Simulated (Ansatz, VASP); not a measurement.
**One calculation of B3C2, two programs**

The input INCAR:

```
SYSTEM = B3C2
PREC = Accurate ; ENCUT = 600
EDIFF = 1E-7 ; ISMEAR = 0
SIGMA = 0.1 ; LREAL = .FALSE.
LASPH = .TRUE. ; NELM = 80
ALGO = Normal ; ISIF = 3
LWAVE = .FALSE. ; LCHARG = .FALSE.
GGA = PE ; IBRION = 2
NSW = 90 ; EDIFFG = -0.04
```

Contents of KPOINTS:

```
regular mesh
0
G
  6 6 4
  0 0 0
```

The input POSCAR:

```
B3C2
1.0
    2.9224546700      0.0000000000      0.0000000000
   -1.4612273400      2.5309199900      0.0000000000
    0.0000000000      0.0000000000      6.4318082200
B C
3 2
Direct
    0.6666666700      0.3333333300      0.6475002000
    0.6666666700      0.3333333300      0.3524998000
    0.6666666700      0.3333333300      0.0000000000
    0.3333333300      0.6666666700      0.9056714100
    0.3333333300      0.6666666700      0.0943285900
```

Input for Ansatz:

```yaml
crystal:
  lattice:
    - [2.92245467, 0.0, 0.0]
    - [-1.46122734, 2.53091999, 0.0]
    - [0.0, 0.0, 6.43180822]
  atoms:
    - { symbol: B, position: [0.66666667, 0.33333333, 0.6475002] }
    - { symbol: B, position: [0.66666667, 0.33333333, 0.3524998] }
    - { symbol: B, position: [0.66666667, 0.33333333, 0.0] }
    - { symbol: C, position: [0.33333333, 0.66666667, 0.90567141] }
    - { symbol: C, position: [0.33333333, 0.66666667, 0.09432859] }
basis:
  ecutwfc: 420
kpoints:
  mp_grid: { grid: [6, 6, 4] }
hamiltonian:
  xc: pbe
scf:
  occupations: { method: gaussian, width: 0.1 }
  lower_state_search: "off"
output:
  forces: true
  stress: true
  eigenvalues: true
relax:
  adjacent_minimum: "off"
  f_tol: 0.04
  max_steps: 70
  cell: { stress_tol: 0.4 }
```

Alike in both runs: task relaxation of cell and atoms; functional PBE; k mesh 6 × 6 × 4; occupations gaussian, width 0.1 eV; no spin polarisation.

|  | VASP | Ansatz |
| --- | --- | --- |
| version | VASP 6.6.1 | Ansatz 0.2.0 |
| potentials or method | VASP PAW PBE potentials, release 64 (B, C), cutoff 600 eV | scalar-relativistic, plane waves, PAW |
| valence electrons in the cell | 17 | 17 |

```csv
,VASP,Ansatz,Ansatz less VASP
"gap on the k mesh at the Fermi level, each at its own relaxed structure (eV)",none,none,-
relaxed volume (Å³/atom),8.93,9.13,+0.201
relaxed length of the cell vector where the two differ most in proportion (Å),6.927,7.080,+0.1534
```

A gap of «none» marks a metal or a gap that the smearing closes.

The k mesh is coarse, so the values compare programs but aren't converged.
